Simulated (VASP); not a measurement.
Set up this calculation in VASP 6.6.1, as the native input.

```
Task                   : single point
Functional             : LDA
Potentials or basis    : VASP PAW LDA potentials, release 64 (Sb_d_GW)
Cutoff                 : 500 eV
k mesh                 : 16 × 16 × 16
Occupations            : gaussian, width 0.1 eV
Spin                   : no spin polarisation
Dipole correction      : no
Further INCAR settings : ALGO = Normal; EDIFF = 1e-06; NBANDS = 22
```

The structure of Sb lies in POSCAR:

```
Sb
1.0
    2.1463948547      1.2392216471      3.6521783702
   -2.1463948547      1.2392216471      3.6521783702
    0.0000000000     -2.4784432943      3.6521783702
Sb
2
Direct
    0.2361645538      0.2361645538      0.2361645538
    0.7638354462      0.7638354462      0.7638354462
```

The input as run:

INCAR

```
  ALGO = Normal
  EDIFF = 1E-6
  ENCUT = 500
  GGA_COMPAT = F
  ISIF = 2
  ISMEAR = 0
  LASPH = T
  LCHARG = F
  LREAL = F
  LWAVE = F
  NBANDS = 22
  NELM = 120
  PREC = Accurate
  SIGMA = 0.1
```

KPOINTS

```
k-points
0
Gamma
  16 16 16
```

Potentials or basis: VASP PAW LDA potentials, release 64 (Sb_d_GW).

Command:

```bash
$ cat potpaw_LDA.64/Sb_d_GW/POTCAR > POTCAR
$ mpirun -np 1 vasp_std > vasp.out
```

Results of the run:

```json
{
  "Pressure": "0.0 GPa",
  "Largest force": "0.014 eV/Å",
  "Band gap on the k mesh": "zero (bands 15 and 16 overlap by 0.23 eV)"
}
```

Caveat: spin-orbit coupling is left out, which moves the levels of the heavy elements.

It took 6.1 min on 1 thread of Intel(R) Xeon(R) 6975P-C (Granite Rapids) (shared host), peak memory 0.55 GiB.
